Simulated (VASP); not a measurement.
# TiO2 (Fm-3m) in VASP: notebook

The runs below take TiO2 through single point, with r2SCAN.

Program: VASP 6.6.1. These are calculated values, not measurements. Logs are shortened: lines on timing, memory, paths and dates and some standing lists are left out, and cuts for length are marked.

## 1. The cell of the first run

Symmetry: Fm-3m, No. 225, cubic system. Conventional cell: a = 4.842 Å, b = 4.842 Å, c = 4.842 Å, α = 90.00°, β = 90.00°, γ = 90.00°. Within 2.8 Å of Ti (site symmetry m-3m) lie 8 O at 2.10 Å. Within 2.8 Å of O (site symmetry -43m) lie 4 Ti at 2.10 Å and 6 O at 2.42 Å.

## 2. Single point, r2SCAN (strain +1.0%)

Contents of POSCAR:

```
TiO2
1.0
    0.0000000000      2.4207955305      2.4207955305
    2.4207955305      0.0000000000      2.4207955305
    2.4207955305      2.4207955305      0.0000000000
Ti O
1 2
Direct
    0.0000000000      0.0000000000      0.0000000000
    0.2500000000      0.2500000000      0.2500000000
    0.7500000000      0.7500000000      0.7500000000
```

Contents of INCAR.step1:

```
PREC = Accurate
ENCUT = 910
ISMEAR = 0
SIGMA = 0.01
LREAL = False
LASPH = True
NELM = 120
NBANDS = 19
GGA = PE
ALGO = Normal
EDIFF = 1E-5
LWAVE = True
LCHARG = False
GGA_COMPAT = False
```

Contents of INCAR.step2:

```
PREC = Accurate
ENCUT = 910
EDIFF = 1E-6
ISMEAR = 0
SIGMA = 0.01
LREAL = False
LASPH = True
NELM = 120
ALGO = Normal
ISIF = 2
LWAVE = False
LCHARG = False
METAGGA = R2SCAN
LMIXTAU = True
NBANDS = 19
ISTART = 1
GGA_COMPAT = False
```

Contents of KPOINTS:

```
regular mesh
0
Gamma
  10 10 10
```

Potentials or basis: VASP PAW PBE potentials, release 64 (Ti_sv, O_h).

Started as:

```sh
> cat potpaw_PBE.64/Ti_sv/POTCAR potpaw_PBE.64/O_h/POTCAR > POTCAR
> cp INCAR.step1 INCAR
> mpirun -np 1 vasp_std > vasp.out
> cp INCAR.step2 INCAR
> mpirun -np 1 vasp_std > vasp.out
```

OUTCAR:

```text
PREC = Accurate
   ENCUT = 910
   EDIFF = 1E-6
   ISMEAR = 0
   LREAL = False
   LASPH = True
   NELM = 120
   ISIF = 2
   METAGGA = R2SCAN
   ISTART = 1

 ion  position               nearest neighbor table
   1  0.000  0.000  0.000-   2 2.10   3 2.10   3 2.10   3 2.10   3 2.10   2 2.10   2 2.10   2 2.10

   2  0.250  0.250  0.250-   1 2.10   1 2.10   1 2.10   1 2.10
   3  0.750  0.750  0.750-   1 2.10   1 2.10   1 2.10   1 2.10

  LATTYP: Found a face centered cubic cell.
 ALAT       =     4.8415910610

  Lattice vectors:

 A1 = (   0.0000000000,   2.4207955305,   2.4207955305)
 A2 = (   2.4207955305,   0.0000000000,   2.4207955305)
 A3 = (   2.4207955305,   2.4207955305,   0.0000000000)

Analysis of symmetry for initial positions (statically):
=====================================================================
 Subroutine PRICEL returns:
 Original cell was already a primitive cell.

 Routine SETGRP: Setting up the symmetry group for a
 face centered cubic supercell.

 Subroutine GETGRP returns: Found 48 space group operations
 (whereof 48 operations were pure point group operations)
 out of a pool of 48 trial point group operations.

The static configuration has the point symmetry O_h .

Analysis of symmetry for dynamics (positions and initial velocities):
=====================================================================
 Subroutine PRICEL returns:
 Original cell was already a primitive cell.

 Routine SETGRP: Setting up the symmetry group for a
 face centered cubic supercell.

 Subroutine GETGRP returns: Found 48 space group operations
 (whereof 48 operations were pure point group operations)
 out of a pool of 48 trial point group operations.

The dynamic configuration has the point symmetry O_h .

 Subroutine INISYM returns: Found 48 space group operations
 (whereof 48 operations are pure point group operations),
 and found     1 'primitive' translations

----------------------------------------------------------------------------------------

                                     Primitive cell

  volume of cell :      28.3729

  direct lattice vectors                    reciprocal lattice vectors
     0.000000000  2.420795530  2.420795530    -0.206543673  0.206543673  0.206543673
     2.420795530  0.000000000  2.420795530     0.206543673 -0.206543673  0.206543673
     2.420795530  2.420795530  0.000000000     0.206543673  0.206543673 -0.206543673

  length of vectors
     3.423521871  3.423521871  3.423521871     0.357744135  0.357744135  0.357744135

  position of ions in fractional coordinates (direct lattice)
     0.000000000  0.000000000  0.000000000
     0.250000000  0.250000000  0.250000000
     0.750000000  0.750000000  0.750000000

  ion indices of the primitive-cell ions
   primitive index   ion index
                 1           1
                 2           2
                 3           3

----------------------------------------------------------------------------------------

 KPOINTS: regular mesh

Automatic generation of k-mesh.
 Grid dimensions read from file:
 generate k-points for:   10   10   10

 Generating k-lattice:

  Cartesian coordinates                     Fractional coordinates (reciprocal lattice)
    -0.020654367  0.020654367  0.020654367     0.100000000  0.000000000  0.000000000
     0.020654367 -0.020654367  0.020654367     0.000000000  0.100000000  0.000000000
     0.020654367  0.020654367 -0.020654367     0.000000000  0.000000000  0.100000000

  Length of vectors
     0.035774414  0.035774414  0.035774414

  Shift w.r.t. Gamma in fractional coordinates (k-lattice)
     0.000000000  0.000000000  0.000000000

 Subroutine IBZKPT returns following result:
 ===========================================

 Found     47 irreducible k-points:

 Following reciprocal coordinates:
            Coordinates               Weight
  0.000000  0.000000  0.000000      1.000000
  0.100000  0.000000  0.000000      8.000000
  0.200000  0.000000  0.000000      8.000000
  0.300000  0.000000  0.000000      8.000000
  0.400000  0.000000  0.000000      8.000000
  0.500000  0.000000  0.000000      4.000000
[... 16 lines left out ...]
  0.300000  0.300000  0.000000      6.000000
  0.400000  0.300000  0.000000     24.000000
 [... further k-points ...]
   k-points           NKPTS =     47   k-points in BZ     NKDIM =     47   number of bands    NBANDS=     19
   number of dos      NEDOS =    301   number of ions     NIONS =      3
   total plane-waves  NPLWV =  46656
   dimension x,y,z NGX =    36 NGY =   36 NGZ =   36
   dimension x,y,z NGXF=    72 NGYF=   72 NGZF=   72
   ions per type =               1   2
   NGX,Y,Z   is equivalent  to a cutoff of  17.48, 17.48, 17.48 a.u.
   NGXF,Y,Z  is equivalent  to a cutoff of  34.96, 34.96, 34.96 a.u.
 SYSTEM =  unknown system
   PREC   = accura    normal or accurate (medium, high low for compatibility)
   ISTART =      1    job   : 0-new  1-cont  2-samecut
   ICHARG =      0    charge: 1-file 2-atom 10-const
   ISPIN  =      1    spin polarized calculation?
   LNONCOLLINEAR =      F non collinear calculations
   LSORBIT =      F    spin-orbit coupling
   LASPH  =      T    aspherical Exc in radial PAW
   ENCUT  =  910.0 eV  66.88 Ry    8.18 a.u.   8.42  8.42  8.42*2*pi/ulx,y,z
   NELM   =    120;   NELMIN=  2; NELMDL=  0     # of ELM steps
   EDIFF  = 0.1E-05   stopping-criterion for ELM
   LREAL  =      F    real-space projection
   EDIFFG = 0.1E-04   stopping-criterion for IOM
   NSW    =      0    number of steps for IOM
   IBRION =     -1    ionic relax: 0-MD 1-quasi-New 2-CG
   NFREE  =      0    steps in history (QN), initial steepest desc. (CG)
   ISIF   =      2    stress and relaxation
   ISYM   =      2    0-nonsym 1-usesym 2-fastsym
   POTIM  = 0.5000    time-step for ionic-motion
   TEBEG  =    0.0;   TEEND  =   0.0 temperature during run
   PSTRESS=    0.0 pullay stress
   NELECT =      24.0000    total number of electrons
   NUPDOWN=      -1.0000    fix difference up-down
   EMIN   =  10.00;   EMAX   =-10.00  energy-range for DOS
   EFERMI =   0.00;   METHOD = LEGACY
   ISMEAR =     0;   SIGMA  =   0.01  broadening in eV -4-tet -1-fermi 0-gaus
   EFERMI_NEDOS =   21; number of points for ismear=-14 and -15
   IALGO  =     38    algorithm
   IMIX   =      4    mixing-type and parameters
     AMIX     =   0.40;   BMIX     =  1.00
     AMIX_MAG =   1.60;   BMIX_MAG =  1.00
  volume/ion in A,a.u.               =       9.46        63.82
  Fermi-wavevector in a.u.,A,eV,Ry     =   1.548260  2.925787 32.614635  2.397108
  Thomas-Fermi vector in A             =   2.653235
   LORBIT       =      0    0 simple, 1 ext, 2 COOP (PROOUT), +10 PAW based schemes
   METAGGA = R2SCAN    functional components
   LHFCALC =     F    Hartree Fock is set to
   AEXX    =    0.0000 exact exchange contribution
   IVDW    =     0    specifies the selected vdW correction
   LEPSILON=     F    determine dielectric tensor
   LRPA    =     F    only Hartree local field effects (RPA)
 non-spin polarized calculation
 Gauss-broadening in eV      SIGMA  =   0.01
  energy-cutoff  :      910.00
  volume of cell :       28.37
 maximum number of plane-waves:      1807
 NGX is ok and might be reduce to    36
   NGX = 17   NGY = 17   NGZ = 17

 number of electron      23.9999996 magnetization

 Free energy of the ion-electron system (eV)
  ---------------------------------------------------
  ext. energy  EPLUGINS =         0.00000000
  ---------------------------------------------------
  free energy    TOTEN  =       -34.11185081 eV

  energy without entropy =      -34.11185081  energy(sigma->0) =      -34.11185081

 E-fermi :   7.4377     XC(G=0): -12.8845

 val. band max:        7.2793238266   @ k =   0.5000   0.5000   0.0000
 cond. band min:       8.7936549023   @ k =   0.0000   0.0000   0.0000
 fundamental gap:      1.5143310758
 Fermi energy:         7.4376869076

 k-point     1 :       0.0000    0.0000    0.0000
  band No.  band energies     occupation
      1     -52.7952      2.00000
      2     -27.8266      2.00000
      3     -27.8265      2.00000
      4     -27.8265      2.00000
      5     -13.2625      2.00000
      6      -9.6316      2.00000
[... 11 lines left out ...]
     18      15.3095      0.00000
     19      22.1121      0.00000

 k-point     2 :       0.1000    0.0000    0.0000
  band No.  band energies     occupation
      1     -52.7933      2.00000
      2     -27.8490      2.00000
      3     -27.8291      2.00000
      4     -27.8291      2.00000
      5     -13.1488      2.00000
      6      -9.7633      2.00000
[... 11 lines left out ...]
     18      15.6684      0.00000
     19      22.0078      0.00000

 k-point     3 :       0.2000    0.0000    0.0000
  band No.  band energies     occupation
      1     -52.7882      2.00000
      2     -27.9073      2.00000
      3     -27.8360      2.00000
      4     -27.8359      2.00000
      5     -12.8371      2.00000
      6     -10.0968      2.00000
[... 11 lines left out ...]
     18      16.5914      0.00000
     19      21.8197      0.00000

 k-point     4 :       0.3000    0.0000    0.0000
  band No.  band energies     occupation
      1     -52.7820      2.00000
      2     -27.9779      2.00000
      3     -27.8444      2.00000
      4     -27.8443      2.00000
      5     -12.4087      2.00000
      6     -10.5069      2.00000
[... 11 lines left out ...]
     18      17.5158      0.00000
     19      21.8391      0.00000

 k-point     5 :       0.4000    0.0000    0.0000
  band No.  band energies     occupation
      1     -52.7770      2.00000
      2     -28.0339      2.00000
      3     -27.8511      2.00000
      4     -27.8511      2.00000
      5     -11.9796      2.00000
      6     -10.8877      2.00000
[... 11 lines left out ...]
     18      17.9129      0.00000
     19      22.2506      0.00000

 k-point     6 :       0.5000    0.0000    0.0000
  band No.  band energies     occupation
      1     -52.7750      2.00000
      2     -28.0551      2.00000
      3     -27.8537      2.00000
      4     -27.8537      2.00000
      5     -11.7476      2.00000
      6     -11.0937      2.00000
[... 11 lines left out ...]
     18      17.9531      0.00000
     19      22.5460      0.00000

 k-point     7 :       0.1000    0.1000    0.0000
  band No.  band energies     occupation
      1     -52.7926      2.00000
      2     -27.8508      2.00000
      3     -27.8329      2.00000
      4     -27.8329      2.00000
      5     -13.1108      2.00000
      6      -9.8043      2.00000
[... 11 lines left out ...]
     18      15.7404      0.00000
     19      21.8435      0.00000

 k-point     8 :       0.2000    0.1000    0.0000
  band No.  band energies     occupation
      1     -52.7886      2.00000
      2     -27.8940      2.00000
      3     -27.8406      2.00000
      4     -27.8390      2.00000
      5     -12.8648      2.00000
      6     -10.0621      2.00000
[... 256 lines left out ...]
 k-point    20 :      -0.4000    0.2000    0.0000
  band No.  band energies     occupation
      1     -52.7724      2.00000
      2     -28.0242      2.00000
      3     -27.9140      2.00000
      4     -27.8626      2.00000
      5     -11.5745      2.00000
      6     -11.1452      2.00000
[... 11 lines left out ...]
     18      18.6043      0.00000
     19      22.9040      0.00000

 k-point    21 :      -0.3000    0.2000    0.0000
  band No.  band energies     occupation
      1     -52.7751      2.00000
      2     -28.0001      2.00000
      3     -27.9098      2.00000
      4     -27.8538      2.00000
      5     -11.8776      2.00000
      6     -10.9062      2.00000
[... 11 lines left out ...]
     18      18.4181      0.00000
     19      22.5550      0.00000

 k-point    22 :      -0.2000    0.2000    0.0000
  band No.  band energies     occupation
      1     -52.7799      2.00000
      2     -27.9674      2.00000
      3     -27.8857      2.00000
      4     -27.8441      2.00000
      5     -12.2663      2.00000
      6     -10.6024      2.00000
[... 11 lines left out ...]
     18      17.8532      0.00000
     19      22.1009      0.00000

 k-point    23 :       0.3000    0.3000    0.0000
  band No.  band energies     occupation
      1     -52.7776      2.00000
      2     -27.9875      2.00000
      3     -27.8700      2.00000
      4     -27.8700      2.00000
      5     -12.1325      2.00000
      6     -10.6613      2.00000
[... 11 lines left out ...]
     18      17.6067      0.00000
     19      21.7244      0.00000

 k-point    24 :       0.4000    0.3000    0.0000
  band No.  band energies     occupation
      1     -52.7737      2.00000
      2     -28.0186      2.00000
      3     -27.8862      2.00000
      4     -27.8778      2.00000
      5     -11.8278      2.00000
      6     -10.8737      2.00000
[... 11 lines left out ...]
     18      18.2782      0.00000
     19      21.9847      0.00000

 [... further k-points ...]
[... 5 lines left out ...]
  --------------------------------------------------------------------------------------
  -------------------------------------------------------------------------------------
  Total       -1.1987813     -1.1987813     -1.1987813     -0.0000000     -0.0000000      0.0000000
  in kB      -67.6933822    -67.6933822    -67.6933822     -0.0000000     -0.0000000      0.0000000
  external PRESSURE =     -67.6933822 kB  Pullay stress =       0.0000000 kB

 VOLUME and BASIS-vectors are now :
 -----------------------------------------------------------------------------
  energy-cutoff  :      910.00
  volume of cell :       28.37
      direct lattice vectors                 reciprocal lattice vectors
     0.000000000  2.420795530  2.420795530    -0.206543673  0.206543673  0.206543673
     2.420795530  0.000000000  2.420795530     0.206543673 -0.206543673  0.206543673
     2.420795530  2.420795530  0.000000000     0.206543673  0.206543673 -0.206543673

 POSITION                                       TOTAL-FORCE (eV/Angst)
 -----------------------------------------------------------------------------------
      0.00000      0.00000      0.00000         0.000000     -0.000000     -0.000000
      1.21040      1.21040      1.21040         0.000000      0.000000      0.000000
      3.63119      3.63119      3.63119        -0.000000     -0.000000     -0.000000
 -----------------------------------------------------------------------------------
    total drift:                                0.000000      0.000000      0.000000

  FREE ENERGIE OF THE ION-ELECTRON SYSTEM (eV)
  ---------------------------------------------------
  free  energy   TOTEN  =       -34.1118508145 eV

  energy  without entropy=      -34.1118508145  energy(sigma->0) =      -34.11185081
```

It took 1.8 min on 1 thread of Intel Xeon 6975P-C (Granite Rapids), shared host; peak memory 0.24 GiB.

Results:

* Free energy: -34.1119 eV
* Pressure: -6.8 GPa
* Band gap on the k mesh: 1.51 eV, indirect (least direct gap 2.17 eV)

Caveat: the cell differs from its parent crystal (strain +1.0%); the cutoff is under 1.25 times the usual one of these potentials, so pressure, stress and relaxed cells hold a basis-set (Pulay) error; the PAW data sets were made with another functional, which shifts forces and pressure a little.

## 3. Single point, r2SCAN

This run uses another cell than the first one, of 9.18 Å³/atom, 0.971 times its volume.

Contents of POSCAR:

```
TiO2
1.0
    0.0000000000      2.3968272579      2.3968272579
    2.3968272579      0.0000000000      2.3968272579
    2.3968272579      2.3968272579      0.0000000000
Ti O
1 2
Direct
    0.0000000000      0.0000000000      0.0000000000
    0.2500000000      0.2500000000      0.2500000000
    0.7500000000      0.7500000000      0.7500000000
```

INCAR.step1 is that of step 2.

Edit INCAR.step2 of step 2 so:

```diff
@@ -11,5 +11,7 @@
 LWAVE = False
-LCHARG = False
+LCHARG = True
 METAGGA = R2SCAN
 LMIXTAU = True
+LELF = True
+LVHAR = True
 NBANDS = 19
```

Contents of KPOINTS:

```
Automatic mesh
0
Gamma
  10 10 10
```

Potentials or basis: VASP PAW PBE potentials, release 64 (Ti_sv, O_h).

Started as:

```sh
> cat potpaw_PBE.64/Ti_sv/POTCAR potpaw_PBE.64/O_h/POTCAR > POTCAR
> cp INCAR.step1 INCAR
> mpirun -np 1 vasp_std > vasp.out
> cp INCAR.step2 INCAR
> mpirun -np 1 vasp_std > vasp.out
```

Wall time 2.3 min (1 thread of Intel Xeon 6975P-C (Granite Rapids), shared host); peak memory 0.24 GiB.

The run converged. Its results:

* Free energy: -34.1242 eV
* Pressure: 1.2 GPa
* Band gap on the k mesh: 1.55 eV, indirect (least direct gap 2.25 eV)

Levels at points of the mesh, in eV from the valence-band top:
```csv
k point,band 10,band 11,band 12,band 13,band 14,band 15
"(0.00, 0.00, 0.00)",-0.91,-0.91,-0.91,1.55,1.55,5.72
"(0.50, 0.00, 0.00)",-3.34,-2.62,-2.62,1.86,1.86,3.16
"(0.50, 0.50, 0.00)",-2.15,-2.15,0.00,2.25,2.26,3.19
```

Caveat: the cutoff is under 1.25 times the usual one of these potentials, so pressure, stress and relaxed cells hold a basis-set (Pulay) error; the PAW data sets were made with another functional, which shifts forces and pressure a little.
